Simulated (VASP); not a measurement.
# SnO (P4/nmm) in VASP: notebook, part 2 of 2

VASP 6.6.1. The steps go on from the part before.

## (4) Relaxation of shape and atoms at fixed volume, PBE+D3(BJ) (15.94 Å³/atom)

File INCAR:

```
SYSTEM = SnO
ALGO = Normal ; EDIFF = 1E-7
EDIFFG = -0.01 ; ENCUT = 600
GGA = PE ; IBRION = 2
ISIF = 4 ; ISMEAR = 0
IVDW = 12 ; LASPH = .True.
LCHARG = .False. ; LREAL = .False.
LWAVE = .False. ; NELM = 100
NSW = 50 ; PREC = Accurate
SIGMA = 0.1
```

File KPOINTS:

```
k-points
0
Gamma
  12 12 10
  0 0 0
```

File POSCAR:

```
SnO
1.0
    3.7571239282      0.0000000000      0.0000000000
    0.0000000000      3.7571239282      0.0000000000
    0.0000000000      0.0000000000      4.5161673970
Sn O
2 2
Direct
    0.5000000000      0.0000000000      0.2543646068
    0.0000000000      0.5000000000      0.7456353932
    0.0000000000      0.0000000000      0.0000000000
    0.5000000000      0.5000000000      0.0000000000
```

Potentials or basis: VASP PAW PBE potentials, release 64 (Sn_d, O).

Command:

```
$ cat potpaw_PBE.64/Sn_d/POTCAR potpaw_PBE.64/O/POTCAR > POTCAR
$ mpirun -np 1 vasp_std > vasp.out
```

OUTCAR:

```text
SYSTEM = SnO
   EDIFF = 1E-7
   EDIFFG = -0.01
   ENCUT = 600
   GGA = PE
   IBRION = 2
   ISIF = 4
   ISMEAR = 0
   IVDW = 12
   LASPH = .True.
   LREAL = .False.
   NELM = 100
   NSW = 50
   PREC = Accurate
 IVDW          = 12

 ion  position               nearest neighbor table
   1  0.500  0.000  0.254-   3 2.20   4 2.20   4 2.20   3 2.20   2 3.46   2 3.46   2 3.46   2 3.46
                             2 3.51   2 3.51   2 3.51   2 3.51
   2  0.000  0.500  0.746-   3 2.20   4 2.20   3 2.20   4 2.20   1 3.46   1 3.46   1 3.46   1 3.46
                             1 3.51   1 3.51   1 3.51   1 3.51
   3  0.000  0.000  0.000-   1 2.20   2 2.20   2 2.20   1 2.20
   4  0.500  0.500  0.000-   1 2.20   2 2.20   1 2.20   2 2.20

  LATTYP: Found a simple tetragonal cell.
 ALAT       =     3.7571239282
 C/A-ratio  =     1.2020277966

  Lattice vectors:

 A1 = (   3.7571239282,   0.0000000000,   0.0000000000)
 A2 = (   0.0000000000,   3.7571239282,   0.0000000000)
 A3 = (   0.0000000000,   0.0000000000,   4.5161673970)

Analysis of symmetry for initial positions (statically):
=====================================================================
 Subroutine PRICEL returns:
 Original cell was already a primitive cell.

 Routine SETGRP: Setting up the symmetry group for a
 simple tetragonal supercell.

 Subroutine GETGRP returns: Found 16 space group operations
 (whereof  8 operations were pure point group operations)
 out of a pool of 16 trial point group operations.

The static configuration has the point symmetry D_2d.
 The point group associated with its full space group is D_4h.

Analysis of symmetry for dynamics (positions and initial velocities):
=====================================================================
 Subroutine PRICEL returns:
 Original cell was already a primitive cell.

 Routine SETGRP: Setting up the symmetry group for a
 simple tetragonal supercell.

 Subroutine GETGRP returns: Found 16 space group operations
 (whereof  8 operations were pure point group operations)
 out of a pool of 16 trial point group operations.

The dynamic configuration has the point symmetry D_2d.
 The point group associated with its full space group is D_4h.

 Subroutine INISYM returns: Found 16 space group operations
 (whereof  8 operations are pure point group operations),
 and found     1 'primitive' translations

----------------------------------------------------------------------------------------

                                     Primitive cell

  volume of cell :      63.7501

  direct lattice vectors                    reciprocal lattice vectors
     3.757123928  0.000000000  0.000000000     0.266161037  0.000000000  0.000000000
     0.000000000  3.757123928  0.000000000     0.000000000  0.266161037  0.000000000
     0.000000000  0.000000000  4.516167397     0.000000000  0.000000000  0.221426690

  length of vectors
     3.757123928  3.757123928  4.516167397     0.266161037  0.266161037  0.221426690

  position of ions in fractional coordinates (direct lattice)
     0.500000000  0.000000000  0.254364607
     0.000000000  0.500000000  0.745635393
     0.000000000  0.000000000  0.000000000
     0.500000000  0.500000000  0.000000000

  ion indices of the primitive-cell ions
   primitive index   ion index
                 1           1
                 2           2
                 3           3
                 4           4

----------------------------------------------------------------------------------------

 KPOINTS: k-points

Automatic generation of k-mesh.
 Grid dimensions read from file:
 generate k-points for:   12   12   10

 Generating k-lattice:

  Cartesian coordinates                     Fractional coordinates (reciprocal lattice)
     0.022180086  0.000000000  0.000000000     0.083333333  0.000000000  0.000000000
     0.000000000  0.022180086  0.000000000     0.000000000  0.083333333  0.000000000
     0.000000000  0.000000000  0.022142669     0.000000000  0.000000000  0.100000000

  Length of vectors
     0.022180086  0.022180086  0.022142669

  Shift w.r.t. Gamma in fractional coordinates (k-lattice)
     0.000000000  0.000000000  0.000000000

 Subroutine IBZKPT returns following result:
 ===========================================

 Found    168 irreducible k-points:

 Following reciprocal coordinates:
            Coordinates               Weight
  0.000000  0.000000  0.000000      1.000000
  0.083333  0.000000  0.000000      4.000000
  0.166667  0.000000  0.000000      4.000000
  0.250000  0.000000  0.000000      4.000000
  0.333333  0.000000  0.000000      4.000000
  0.416667  0.000000  0.000000      4.000000
[... 16 lines left out ...]
  0.333333  0.333333  0.000000      4.000000
  0.416667  0.333333  0.000000      8.000000
 [... further k-points ...]
   k-points           NKPTS =    168   k-points in BZ     NKDIM =    168   number of bands    NBANDS=     24
   number of dos      NEDOS =    301   number of ions     NIONS =      4
   total plane-waves  NPLWV =  32400
   dimension x,y,z NGX =    30 NGY =   30 NGZ =   36
   dimension x,y,z NGXF=    60 NGYF=   60 NGZF=   72
   ions per type =               2   2
   NGX,Y,Z   is equivalent  to a cutoff of  13.27, 13.27, 13.25 a.u.
   NGXF,Y,Z  is equivalent  to a cutoff of  26.55, 26.55, 26.50 a.u.
 SYSTEM =  SnO
   PREC   = accura    normal or accurate (medium, high low for compatibility)
   ISTART =      0    job   : 0-new  1-cont  2-samecut
   ICHARG =      2    charge: 1-file 2-atom 10-const
   ISPIN  =      1    spin polarized calculation?
   LNONCOLLINEAR =      F non collinear calculations
   LSORBIT =      F    spin-orbit coupling
   LASPH  =      T    aspherical Exc in radial PAW
   ENCUT  =  600.0 eV  44.10 Ry    6.64 a.u.   7.50  7.50  9.02*2*pi/ulx,y,z
   NELM   =    100;   NELMIN=  2; NELMDL= -5     # of ELM steps
   EDIFF  = 0.1E-06   stopping-criterion for ELM
   LREAL  =      F    real-space projection
   EDIFFG = -.1E-01   stopping-criterion for IOM
   NSW    =     50    number of steps for IOM
   IBRION =      2    ionic relax: 0-MD 1-quasi-New 2-CG
   NFREE  =      1    steps in history (QN), initial steepest desc. (CG)
   ISIF   =      4    stress and relaxation
   ISYM   =      2    0-nonsym 1-usesym 2-fastsym
   POTIM  = 0.5000    time-step for ionic-motion
   TEBEG  =    0.0;   TEEND  =   0.0 temperature during run
   PSTRESS=    0.0 pullay stress
   NELECT =      40.0000    total number of electrons
   NUPDOWN=      -1.0000    fix difference up-down
   EMIN   =  10.00;   EMAX   =-10.00  energy-range for DOS
   EFERMI =   0.00;   METHOD = LEGACY
   ISMEAR =     0;   SIGMA  =   0.10  broadening in eV -4-tet -1-fermi 0-gaus
   EFERMI_NEDOS =   21; number of points for ismear=-14 and -15
   IALGO  =     38    algorithm
   IMIX   =      4    mixing-type and parameters
     AMIX     =   0.40;   BMIX     =  1.00
     AMIX_MAG =   1.60;   BMIX_MAG =  1.00
  volume/ion in A,a.u.               =      15.94       107.55
  Fermi-wavevector in a.u.,A,eV,Ry     =   1.401526  2.648500 26.725583  1.964275
  Thomas-Fermi vector in A             =   2.524378
   LORBIT       =      0    0 simple, 1 ext, 2 COOP (PROOUT), +10 PAW based schemes
   GGA     = PE    functional components
   LHFCALC =     F    Hartree Fock is set to
   AEXX    =    0.0000 exact exchange contribution
   IVDW    =    12    specifies the selected vdW correction
   LEPSILON=     F    determine dielectric tensor
   LRPA    =     F    only Hartree local field effects (RPA)
 conjugate gradient relaxation of ions
 non-spin polarized calculation
 Gauss-broadening in eV      SIGMA  =   0.10
  energy-cutoff  :      600.00
  volume of cell :       63.75
 maximum number of plane-waves:      2156
   NGX = 15   NGY = 15   NGZ = 19

--------------------------------------- Ionic step        1  -------------------------------------------

 number of electron      40.0000010 magnetization

 Free energy of the ion-electron system (eV)
  ---------------------------------------------------
  ext. energy  EPLUGINS =         0.00000000
  ---------------------------------------------------
  free energy    TOTEN  =       -22.50343797 eV

  energy without entropy =      -22.50109458  energy(sigma->0) =      -22.50226627

------------------------ aborting loop because EDIFF is reached ----------------------------------------

 Edisp (eV)   -1.03386

 E8    (eV) :    -0.4480
[... 159 lines left out ...]
--------------------------------------- Ionic step        5  -------------------------------------------

 number of electron      40.0000015 magnetization

 Free energy of the ion-electron system (eV)
  ---------------------------------------------------
  ext. energy  EPLUGINS =         0.00000000
  ---------------------------------------------------
  free energy    TOTEN  =       -22.51938286 eV

  energy without entropy =      -22.51679361  energy(sigma->0) =      -22.51808823

 E-fermi :   8.2773     XC(G=0): -10.8215

 val. band max:        8.2705446716   @ k =   0.4167   0.4167   0.1000
 cond. band min:       8.3129364348   @ k =   0.5000   0.4167   0.1000
 fundamental gap:      0.0423917632
 Fermi energy:         8.2772676647

 k-point     1 :       0.0000    0.0000    0.0000
  band No.  band energies     occupation
      1     -13.8432      2.00000
      2     -13.4122      2.00000
      3     -13.4122      2.00000
      4     -13.3773      2.00000
      5     -13.3600      2.00000
      6     -13.3588      2.00000
[... 637 lines left out ...]
     23      12.9829      0.00000
     24      13.2409      0.00000

 [... further k-points ...]

------------------------ aborting loop because EDIFF is reached ----------------------------------------

 Edisp (eV)   -1.03455

 E8    (eV) :    -0.4484
[... 27 lines left out ...]
  FREE ENERGIE OF THE ION-ELECTRON SYSTEM (eV)
  ---------------------------------------------------
  free  energy   TOTEN  =       -23.5539329121 eV

  energy  without entropy=      -23.5513436635  energy(sigma->0) =      -23.55263829

 reached required accuracy - stopping structural energy minimisation
```

Wall time 9.3 min (1 thread of Intel Xeon 6975P-C (Granite Rapids), shared host); peak memory 0.39 GiB.

Results:

| Quantity | Value |
| --- | --- |
| Free energy | -23.5539 eV |
| Energy gained by relaxing | 4.2 meV/atom |
| Ionic steps | 5 |
| Pressure after relaxing | 4.2 GPa |
| Largest force after relaxing | 0.005 eV/Å |
| Band gap on the k mesh | zero (bands 20 and 21 overlap by 0.62 eV) |
| Dispersion energy per atom | -0.259 eV |

Forces on the atoms (eV/Å):
```
Sn   0.000  0.000  0.005
Sn   0.000  0.000 -0.005
O    0.000  0.000  0.000
O    0.000  0.000  0.000
```

The path:
```csv
step,energy change (eV),largest force (eV/Å),pressure (GPa),volume (Å³)
1,0.0000,0.5391,6.45,63.75
2,-0.0153,0.0328,4.53,63.75
3,-0.0154,0.0122,4.37,63.75
4,-0.0162,0.0041,4.32,63.75
5,-0.0166,0.0049,4.24,63.75
```

Final structure:
```cif
data_structure
_symmetry_space_group_name_H-M 'P 1'
_symmetry_Int_Tables_number 1
_cell_length_a 3.7742
_cell_length_b 3.7742
_cell_length_c 4.4754
_cell_angle_alpha 90.000
_cell_angle_beta 90.000
_cell_angle_gamma 90.000
_cell_volume 63.75
loop_
_atom_site_label
_atom_site_type_symbol
_atom_site_fract_x
_atom_site_fract_y
_atom_site_fract_z
_atom_site_occupancy
Sn1 Sn 0.50000 0.00000 0.26084 1
Sn2 Sn 0.00000 0.50000 0.73916 1
O1 O 0.00000 0.00000 0.00000 1
O2 O 0.50000 0.50000 0.00000 1
```

Levels at points of the mesh, in eV from the Fermi level:
```tsv
k point	band 18	band 19	band 20	band 21	band 22	band 23
(0.00, 0.00, 0.00)	-3.17	-3.17	0.08	2.65	4.20	4.20
(0.50, 0.00, 0.00)	-4.91	-3.00	-3.00	3.71	3.71	5.74
(0.50, 0.50, 0.00)	-2.51	-1.95	-1.95	-0.54	-0.54	4.65
(0.00, 0.00, 0.50)	-3.19	-2.37	-2.21	1.88	2.32	2.32
(0.50, 0.00, 0.50)	-4.83	-1.78	-1.78	3.10	3.10	5.03
(0.50, 0.50, 0.50)	-3.17	-2.51	-2.51	2.13	2.13	4.92
```

Caveat: semilocal functionals underestimate gaps, so a narrow gap can read as zero; spin-orbit coupling is left out, which moves the levels of the heavy elements.

## (5) Single point, PBE+D3(BJ)

This run uses another cell than the first one: it holds 4 atoms, not 16.

File INCAR:

```
SYSTEM = SnO
PREC = Accurate
ENCUT = 910
EDIFF = 1E-6
ISMEAR = 0
SIGMA = 0.01
LREAL = .False.
LASPH = .True.
NELM = 120
ALGO = Normal
ISIF = 2
LWAVE = .False.
LCHARG = .False.
GGA = PE
IVDW = 12
NBANDS = 28
GGA_COMPAT = .False.
```

File KPOINTS:

```
regular mesh
0
Gamma
  10 10 8
  0 0 0
```

File POSCAR:

```
SnO
1.0
    3.8365550881      0.0000000000      0.0000000000
    0.0000000000      3.8365550881      0.0000000000
    0.0000000000      0.0000000000      4.7594503779
Sn O
2 2
Direct
    0.5000000000      0.0000000000      0.2434679922
    0.0000000000      0.5000000000      0.7565320078
    0.0000000000      0.0000000000      0.0000000000
    0.5000000000      0.5000000000      0.0000000000
```

Potentials or basis: VASP PAW PBE potentials, release 64 (Sn_d, O_h).

Command:

```
$ cat potpaw_PBE.64/Sn_d/POTCAR potpaw_PBE.64/O_h/POTCAR > POTCAR
$ mpirun -np 1 vasp_std > vasp.out
```

Wall time 8.9 min (1 thread of AMD EPYC 7R43 (Zen 3), shared host); peak memory 0.51 GiB.

Results (log left out):

```yaml
Free_energy: -23.6425 eV
Pressure: 0.1 GPa
Largest_force: 0.068 eV/Å
Dispersion_energy_per_atom: -0.235 eV
```

Forces on the atoms (eV/Å):
```
Sn   0.000  0.000  0.068
Sn   0.000  0.000 -0.068
O    0.000  0.000  0.000
O    0.000  0.000  0.000
```

Levels at points of the mesh, in eV from the Fermi level:
```csv
k point,band 16,band 17,band 18,band 19,band 20,band 21,band 22,band 23,band 24,band 25
"(0.00, 0.00, 0.00)",-6.10,-3.35,-3.05,-3.05,-0.01,2.16,4.53,4.53,4.68,5.86
"(0.50, 0.00, 0.00)",-4.82,-4.69,-4.69,-2.67,-2.67,3.29,3.29,5.80,5.80,6.13
"(0.50, 0.50, 0.00)",-4.93,-2.41,-2.41,-1.86,-1.86,0.00,0.00,4.55,4.55,7.45
"(0.00, 0.00, 0.50)",-3.43,-3.07,-3.07,-3.01,-2.08,1.72,2.82,2.82,3.56,8.12
"(0.50, 0.00, 0.50)",-5.34,-4.65,-4.65,-1.67,-1.67,2.70,2.70,5.28,5.28,6.74
"(0.50, 0.50, 0.50)",-5.46,-2.74,-2.74,-2.41,-2.41,2.34,2.34,4.22,4.22,5.61
```

Caveat: the cutoff is under 1.25 times the usual one of these potentials, so pressure, stress and relaxed cells hold a basis-set (Pulay) error; spin-orbit coupling is left out, which moves the levels of the heavy elements.

## (6) Single point, PBE+D3(BJ) (15.41 Å³/atom)

File INCAR:

```
SYSTEM = SnO
PREC = Accurate
ENCUT = 520
EDIFF = 1E-6
ISMEAR = 0
SIGMA = 0.1
LREAL = .FALSE.
LASPH = .TRUE.
NELM = 100
ALGO = Normal
ISIF = 2
LWAVE = .FALSE.
LCHARG = .TRUE.
GGA = PE
IVDW = 12
LELF = .TRUE.
LVHAR = .TRUE.
NBANDS = 28
```

File KPOINTS:

```
regular mesh
0
G
  12 12 10
  0 0 0
```

File POSCAR:

```
SnO
1.0
    3.7449483607      0.0000000000      0.0000000000
    0.0000000000      3.7449483607      0.0000000000
    0.0000000000      0.0000000000      4.3957267203
Sn O
2 2
Direct
    0.5000000000      0.0000000000      0.2655413054
    0.0000000000      0.5000000000      0.7344586946
    0.0000000000      0.0000000000      0.0000000000
    0.5000000000      0.5000000000      0.0000000000
```

Potentials or basis: VASP PAW PBE potentials, release 64 (Sn_d, O).

Command:

```
$ cat potpaw_PBE.64/Sn_d/POTCAR potpaw_PBE.64/O/POTCAR > POTCAR
$ mpirun -np 1 vasp_std > vasp.out
```

Wall time 1.7 min (1 thread of Intel Xeon 6975P-C (Granite Rapids), shared host); peak memory 0.35 GiB.

It converged, with:

```
Free energy                : -23.4765 eV
Pressure                   : 6.8 GPa
Largest force              : 0.086 eV/Å
Band gap on the k mesh     : zero (bands 20 and 21 overlap by 0.82 eV)
Dispersion energy per atom : -0.268 eV
```

Forces in eV/Å, atoms in the order of the input:
```
Sn   0.000  0.000  0.086
Sn   0.000  0.000 -0.086
O    0.000  0.000  0.000
O    0.000  0.000  0.000
```

Levels at points of the mesh, in eV from the Fermi level:
```tsv
k point	band 16	band 17	band 18	band 19	band 20	band 21	band 22	band 23	band 24	band 25
(0.00, 0.00, 0.00)	-6.57	-3.64	-3.24	-3.24	0.13	2.84	4.14	4.14	5.87	6.59
(0.50, 0.00, 0.00)	-5.20	-5.03	-5.03	-3.12	-3.12	3.87	3.87	5.76	5.76	7.15
(0.50, 0.50, 0.00)	-5.26	-2.56	-2.56	-1.97	-1.97	-0.69	-0.69	4.70	4.70	8.65
(0.00, 0.00, 0.50)	-3.78	-3.26	-3.26	-2.26	-2.12	1.94	2.18	2.18	3.33	7.91
(0.50, 0.00, 0.50)	-5.84	-4.93	-4.93	-1.82	-1.82	3.26	3.26	4.99	4.99	7.29
(0.50, 0.50, 0.50)	-6.18	-3.30	-3.30	-2.57	-2.57	2.09	2.09	5.17	5.17	6.07
```

Caveat: the cell stands under pressure; spin-orbit coupling is left out, which moves the levels of the heavy elements.

## (7) The runs side by side

```csv
task,potentials or basis,cell,k mesh,cutoff (eV),smearing,gap on the mesh (eV),pressure (GPa),largest force (eV/Å)
single point,"VASP PAW PBE potentials, release 64 (Sn_d, O)","a = 7.217 Å, angles 97.5, 115.8, 115.8°, 16 atoms, atomic positions A",5 × 5 × 5,600,gaussian 0.1 eV,-,0.1,0.08
single point,"VASP PAW PBE potentials, release 64 (Sn_d, O_h)","a = 3.799, b = 3.799, c = 4.841 Å, 4 atoms, atomic positions B",6 × 6 × 4,910,gaussian 0.1 eV,0.07,2.7,0.61
relaxation of shape and atoms at fixed volume,"VASP PAW PBE potentials, release 64 (Sn_d, O)","relaxed from a = 3.757, b = 3.757, c = 4.516 Å, 4 atoms, atomic positions C",12 × 12 × 10,600,gaussian 0.1 eV,none,4.2,-
single point,"VASP PAW PBE potentials, release 64 (Sn_d, O_h)","a = 3.837, b = 3.837, c = 4.759 Å, 4 atoms, atomic positions D",10 × 10 × 8,910,gaussian 0.01 eV,-,0.1,0.07
single point,"VASP PAW PBE potentials, release 64 (Sn_d, O)","a = 3.745, b = 3.745, c = 4.396 Å, 4 atoms, atomic positions E",12 × 12 × 10,520,gaussian 0.1 eV,none,6.8,0.09
```

Alike in all rows: level PBE+D3(BJ); no spin polarisation.

Caveats: spin-orbit coupling is left out, which moves the levels of the heavy elements; the cutoff is under 1.25 times the usual one of these potentials, so pressure, stress and relaxed cells hold a basis-set (Pulay) error (at least some runs); semilocal functionals underestimate gaps, so a narrow gap can read as zero (at least some runs); the cell stands under pressure (at least some runs).

Absolute energies hang on the potentials; compare differences alone.
